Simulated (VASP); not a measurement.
# Si (Cmcm) in VASP: settings compared

Aim: see how the results for Si move with the level of theory and the settings. Levels: PBE, r2SCAN. Tasks: single point.

Everything below comes from runs of VASP 6.6.1. Logs are shortened: lines on timing, memory, paths and dates and some standing lists are left out, and cuts for length are marked.

## Step 1: The cell of the first run

It takes space group Cmcm (No. 63, orthorhombic). Conventional cell: a = 4.033 Å, b = 6.637 Å, c = 6.341 Å, α = 90.00°, β = 90.00°, γ = 90.00°. Within 3.1 Å of Si (site symmetry m) lie 4 Si at 2.37 to 2.42 Å.

## Step 2: Single point, PBE (uniaxial x strain +5.2%)

The input, INCAR:

```
ALGO = Normal ; EDIFF = 1E-7
ENCUT = 520 ; GGA = PE
ISIF = 2 ; ISMEAR = -1
LASPH = True ; LCHARG = False
LREAL = False ; LWAVE = False
NBANDS = 16 ; NELM = 80
PREC = Accurate ; SIGMA = 0.02
```

The input, KPOINTS:

```
k-points
0
Gamma
  12 12 4
```

The input, POSCAR:

```
Si
1.0
    4.0329197316      0.0000000000      0.0000000000
   -2.0164598658      3.3187105084      0.0000000000
    0.0000000000      0.0000000000      6.3412386841
Si
4
Direct
    0.3311227513      0.6622455027      0.0615526680
    0.6688772487      0.3377544973      0.5615526680
    0.3311227513      0.6622455027      0.4384473320
    0.6688772487      0.3377544973      0.9384473320
```

Potentials or basis: VASP PAW PBE potentials, release 64 (Si).

Launch:

```console
> cat potpaw_PBE.64/Si/POTCAR > POTCAR
> mpirun -np 1 vasp_std > vasp.out
```

OUTCAR:

```text
EDIFF = 1E-7
   ENCUT = 520
   GGA = PE
   ISIF = 2
   ISMEAR = -1
   LASPH = True
   LREAL = False
   NELM = 80
   PREC = Accurate

 ion  position               nearest neighbor table
   1  0.331  0.662  0.062-   4 2.37   3 2.39   4 2.42   4 2.42
   2  0.669  0.338  0.562-   3 2.37   4 2.39   3 2.42   3 2.42
   3  0.331  0.662  0.438-   2 2.37   1 2.39   2 2.42   2 2.42
   4  0.669  0.338  0.938-   1 2.37   2 2.39   1 2.42   1 2.42

  Warning from LATTYP: Monoclinic adjustment (A1->A3, A2->A1, A3->A2)!
  LATTYP: Found a base centered orthorhombic cell.
 ALAT       =     4.0329197316
 B/A-ratio  =     1.6458103455
 C/A-ratio  =     1.5723691782

  Lattice vectors:

 A1 = (   2.0164598658,  -3.3187105084,   0.0000000000)
 A2 = (   2.0164598658,   3.3187105084,   0.0000000000)
 A3 = (   0.0000000000,   0.0000000000,   6.3412386841)

Analysis of symmetry for initial positions (statically):
=====================================================================
 Subroutine PRICEL returns:
 Original cell was already a primitive cell.

 Routine SETGRP: Setting up the symmetry group for a
 base centered orthorhombic supercell.

 Subroutine GETGRP returns: Found  8 space group operations
 (whereof  4 operations were pure point group operations)
 out of a pool of  8 trial point group operations.

The static configuration has the point symmetry C_2h.
 The point group associated with its full space group is D_2h.

Analysis of symmetry for dynamics (positions and initial velocities):
=====================================================================
 Subroutine PRICEL returns:
 Original cell was already a primitive cell.

 Routine SETGRP: Setting up the symmetry group for a
 base centered orthorhombic supercell.

 Subroutine GETGRP returns: Found  8 space group operations
 (whereof  4 operations were pure point group operations)
 out of a pool of  8 trial point group operations.

The dynamic configuration has the point symmetry C_2h.
 The point group associated with its full space group is D_2h.

 Subroutine INISYM returns: Found  8 space group operations
 (whereof  4 operations are pure point group operations),
 and found     1 'primitive' translations

----------------------------------------------------------------------------------------

                                     Primitive cell
[... 89 lines left out ...]
   ISPIN  =      1    spin polarized calculation?
   LNONCOLLINEAR =      F non collinear calculations
   LSORBIT =      F    spin-orbit coupling
   LASPH  =      T    aspherical Exc in radial PAW
   ENCUT  =  520.0 eV  38.22 Ry    6.18 a.u.   7.50  7.22 11.79*2*pi/ulx,y,z
   NELM   =     80;   NELMIN=  2; NELMDL= -5     # of ELM steps
   EDIFF  = 0.1E-06   stopping-criterion for ELM
   LREAL  =      F    real-space projection
   EDIFFG = 0.1E-05   stopping-criterion for IOM
   NSW    =      0    number of steps for IOM
   IBRION =     -1    ionic relax: 0-MD 1-quasi-New 2-CG
   NFREE  =      0    steps in history (QN), initial steepest desc. (CG)
   ISIF   =      2    stress and relaxation
   ISYM   =      2    0-nonsym 1-usesym 2-fastsym
   POTIM  = 0.5000    time-step for ionic-motion
   TEBEG  =    0.0;   TEEND  =   0.0 temperature during run
   PSTRESS=    0.0 pullay stress
   NELECT =      16.0000    total number of electrons
   NUPDOWN=      -1.0000    fix difference up-down
   EMIN   =  10.00;   EMAX   =-10.00  energy-range for DOS
   EFERMI =   0.00;   METHOD = LEGACY
   ISMEAR =    -1;   SIGMA  =   0.02  broadening in eV -4-tet -1-fermi 0-gaus
   EFERMI_NEDOS =   21; number of points for ismear=-14 and -15
   IALGO  =     38    algorithm
   IMIX   =      4    mixing-type and parameters
     AMIX     =   0.40;   BMIX     =  1.00
     AMIX_MAG =   1.60;   BMIX_MAG =  1.00
  volume/ion in A,a.u.               =      21.22       143.19
  Fermi-wavevector in a.u.,A,eV,Ry     =   0.938701  1.773887 11.988896  0.881159
  Thomas-Fermi vector in A             =   2.065939
   LORBIT       =      0    0 simple, 1 ext, 2 COOP (PROOUT), +10 PAW based schemes
   GGA     = PE    functional components
   LHFCALC =     F    Hartree Fock is set to
   AEXX    =    0.0000 exact exchange contribution
   IVDW    =     0    specifies the selected vdW correction
   LEPSILON=     F    determine dielectric tensor
   LRPA    =     F    only Hartree local field effects (RPA)
 non-spin polarized calculation
  energy-cutoff  :      520.00
  volume of cell :       84.87
 maximum number of plane-waves:      2314
 NGX is ok and might be reduce to    30
   NGX = 15   NGY = 15   NGZ = 23

 number of electron      16.0000000 magnetization

 Free energy of the ion-electron system (eV)
  ---------------------------------------------------
  ext. energy  EPLUGINS =         0.00000000
  ---------------------------------------------------
  free energy    TOTEN  =       -21.56638274 eV

  energy without entropy =      -21.56630626  energy(sigma->0) =      -21.56634450

 E-fermi :   5.5654     XC(G=0):  -9.1786

 val. band max:        5.5320295667   @ k =   0.0000   0.5000   0.0000
 cond. band min:       5.6176925407   @ k =   0.0000   0.0000   0.0000
 fundamental gap:      0.0856629740
 Fermi energy:         5.5653700543

 k-point     1 :       0.0000    0.0000    0.0000
  band No.  band energies     occupation
      1      -6.3288      2.00000
      2      -4.0457      2.00000
      3      -1.4337      2.00000
      4       3.7410      2.00000
      5       4.0841      2.00000
      6       5.2789      2.00000
[... 433 lines left out ...]
      3      -1.7555      2.00000
      4      -0.3135      2.00000
      5       1.0490      2.00000
      6       1.8053      2.00000
[... 8 lines left out ...]
     15      11.8609      0.00000
     16      12.2016      0.00000

 [... further k-points ...]
[... 5 lines left out ...]
  --------------------------------------------------------------------------------------
  -------------------------------------------------------------------------------------
  Total       -3.9454316     -0.6459995     -0.3058197      0.0000000     -0.0000000      0.0000000
  in kB      -74.4804097    -12.1949404     -5.7731528      0.0000000     -0.0000000      0.0000000
  external PRESSURE =     -30.8161676 kB  Pullay stress =       0.0000000 kB

 VOLUME and BASIS-vectors are now :
 -----------------------------------------------------------------------------
  energy-cutoff  :      520.00
  volume of cell :       84.87
      direct lattice vectors                 reciprocal lattice vectors
     4.032919732  0.000000000  0.000000000     0.247959312  0.150660927  0.000000000
    -2.016459866  3.318710508  0.000000000     0.000000000  0.301321853  0.000000000
     0.000000000  0.000000000  6.341238684     0.000000000  0.000000000  0.157697896

 POSITION                                       TOTAL-FORCE (eV/Angst)
 -----------------------------------------------------------------------------------
     -0.00000      2.19780      0.39032         0.000000     -0.022700     -0.015852
      2.01646      1.12091      3.56094         0.000000      0.022700     -0.015852
     -0.00000      2.19780      2.78030         0.000000     -0.022700      0.015852
      2.01646      1.12091      5.95092         0.000000      0.022700      0.015852
 -----------------------------------------------------------------------------------
    total drift:                               -0.000000      0.000000     -0.000000

  FREE ENERGIE OF THE ION-ELECTRON SYSTEM (eV)
  ---------------------------------------------------
  free  energy   TOTEN  =       -21.5663827403 eV

  energy  without entropy=      -21.5663062625  energy(sigma->0) =      -21.56634450
```

stdout:

```text
POSCAR found type information on POSCAR Si
 POSCAR found :  1 types and       4 ions
 scaLAPACK will be used
 LDA part: xc-table for (Slater+PW92), standard interpolation
 POSCAR, INCAR and KPOINTS ok, starting setup
 FFT: planning ... GRIDC
 FFT: planning ... GRID_SOFT
 FFT: planning ... GRID
 WAVECAR not read
 entering main loop
```

Run time: 3.7 min. Hardware: 1 thread of Intel Xeon 8259CL, shared host; peak memory 0.27 GiB.

What came out:

```yaml
Free_energy: -21.5664 eV
Pressure: -3.1 GPa
Largest_force: 0.028 eV/Å
Band_gap_on_the_k_mesh: zero (bands 8 and 9 overlap by 0.09 eV)
```

Forces on the atoms (eV/Å):
```
Si   0.000 -0.023 -0.016
Si   0.000  0.023 -0.016
Si   0.000 -0.023  0.016
Si   0.000  0.023  0.016
```

Stress tensor (GPa, compression positive):
```
-7.45  0.00  0.00
 0.00 -1.22  0.00
 0.00  0.00 -0.58
```

Levels at points of the mesh, in eV from the Fermi level:
| k point | band 4 | band 5 | band 6 | band 7 | band 8 | band 9 | band 10 | band 11 | band 12 | band 13 |
| --- | --- | --- | --- | --- | --- | --- | --- | --- | --- | --- |
| (0.00, 0.00, 0.00) | -1.82 | -1.48 | -0.29 | -0.28 | 0.05 | 0.44 | 1.71 | 2.09 | 2.46 | 2.72 |
| (0.50, 0.00, 0.00) | -5.84 | -4.51 | -2.97 | -2.82 | -1.28 | 0.52 | 2.43 | 3.17 | 3.17 | 4.40 |
| (0.00, 0.50, 0.00) | -5.83 | -4.45 | -3.38 | -2.80 | -1.74 | -0.03 | 1.74 | 2.78 | 2.95 | 4.63 |
| (0.00, 0.00, 0.50) | -4.05 | -1.22 | -1.22 | -0.88 | -0.88 | 1.29 | 1.29 | 2.68 | 2.68 | 3.08 |
| (0.50, 0.00, 0.50) | -7.14 | -2.35 | -2.35 | -2.25 | -2.25 | 1.00 | 1.00 | 1.75 | 1.75 | 5.62 |
| (0.00, 0.50, 0.50) | -7.08 | -2.74 | -2.74 | -2.29 | -2.29 | 0.55 | 0.55 | 1.78 | 1.78 | 5.32 |

Caveat: the cell differs from its parent crystal (uniaxial x strain +5.2%); the stress differs along the axes, from -7 to -1 GPa; semilocal functionals underestimate gaps, and a narrow one can read as zero.

## Step 3: Single point, r2SCAN (uniaxial x strain +5.2%)

POSCAR is that of step 2.

The input, INCAR.step1:

```
PREC = Accurate
ENCUT = 520
ISMEAR = -1
SIGMA = 0.02
LREAL = F
LASPH = T
NELM = 80
NBANDS = 16
GGA = PE
ALGO = Normal
EDIFF = 1E-4
LWAVE = T
LCHARG = F
```

The input, INCAR.step2:

```
PREC = Accurate
ENCUT = 520
EDIFF = 1E-6
ISMEAR = -1
SIGMA = 0.02
LREAL = F
LASPH = T
NELM = 80
ALGO = Normal
ISIF = 2
LWAVE = F
LCHARG = F
METAGGA = R2SCAN
LMIXTAU = T
NBANDS = 16
ISTART = 1
```

The input, KPOINTS:

```
regular mesh
0
Gamma
  12 12 4
```

Potentials or basis: VASP PAW PBE potentials, release 64 (Si).

Launch:

```console
> cat potpaw_PBE.64/Si/POTCAR > POTCAR
> cp INCAR.step1 INCAR
> mpirun -np 1 vasp_std > vasp.out
> cp INCAR.step2 INCAR
> mpirun -np 1 vasp_std > vasp.out
```

Run time: 12 min. Hardware: 1 thread of Intel Xeon 8259CL, shared host; peak memory 0.28 GiB.

It converged, with:

| Item | Value |
| --- | --- |
| Free energy | -34.9175 eV |
| Pressure | -4.6 GPa |
| Largest force | 0.003 eV/Å |
| Band gap on the k mesh | 0.06 eV (least direct gap 0.67 eV) |

Forces in eV/Å, atoms in the order of the input:
```
Si   0.000  0.002  0.002
Si   0.000 -0.002  0.002
Si   0.000  0.002 -0.002
Si   0.000 -0.002 -0.002
```

Stress tensor (GPa, compression positive):
```
-9.36  0.00  0.00
 0.00 -2.61  0.00
 0.00  0.00 -1.76
```

Levels at points of the mesh, in eV from the valence-band top:
```tsv
k point	band 6	band 7	band 8	band 9	band 10	band 11
(0.00, 0.00, 0.00)	-0.36	-0.35	0.00	0.67	1.81	2.21
(0.50, 0.00, 0.00)	-3.18	-3.01	-1.42	0.65	2.68	3.34
(0.00, 0.50, 0.00)	-3.63	-2.97	-1.90	0.06	1.96	2.95
(0.00, 0.00, 0.50)	-1.35	-1.00	-1.00	1.53	1.53	2.84
(0.50, 0.00, 0.50)	-2.53	-2.43	-2.43	1.18	1.18	1.92
(0.00, 0.50, 0.50)	-2.95	-2.47	-2.47	0.68	0.68	1.97
```

Caveat: the cell differs from its parent crystal (uniaxial x strain +5.2%); the stress differs along the axes, from -9 to -2 GPa; the PAW data sets were made with another functional, which shifts forces and pressure a little. A k mesh can miss the band edges.

The gap in the log of VASP goes by the Fermi energy; the results here count the filled bands.